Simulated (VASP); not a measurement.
Here is a VASP 6.6.1 calculation.

File INCAR:

```
PREC = Accurate
ENCUT = 600
EDIFF = 1E-6
ISMEAR = 0
SIGMA = 0.1
LREAL = F
LASPH = T
NELM = 120
ALGO = Normal
ISIF = 2
LWAVE = F
LCHARG = T
GGA = PE
LELF = T
LVHAR = T
NBANDS = 16
GGA_COMPAT = F
```

Contents of KPOINTS:

```
regular mesh
0
Gamma
  16 16 16
```

File POSCAR:

```
CdO
1.0
    0.0000000000      2.3086775985      2.3086775985
    2.3086775985      0.0000000000      2.3086775985
    2.3086775985      2.3086775985      0.0000000000
Cd O
1 1
Direct
    0.0000000000      0.0000000000      0.0000000000
    0.5000000000      0.5000000000      0.5000000000
```

Potentials or basis: VASP PAW PBE potentials, release 64 (Cd, O).

The run is started by

```sh
$ cat potpaw_PBE.64/Cd/POTCAR potpaw_PBE.64/O/POTCAR > POTCAR
$ mpirun -np 1 vasp_std > vasp.out
```

Task: Estimate the pressure.

Result: 16.9 GPa.

Task: Predict the band gap on the k mesh.

Result: Zero (bands 9 and 10 overlap by 0.33 eV).

Caveat: the cell differs from its parent crystal (strained); the cell stands under pressure; semilocal functionals underestimate gaps, so a narrow gap can read as zero.
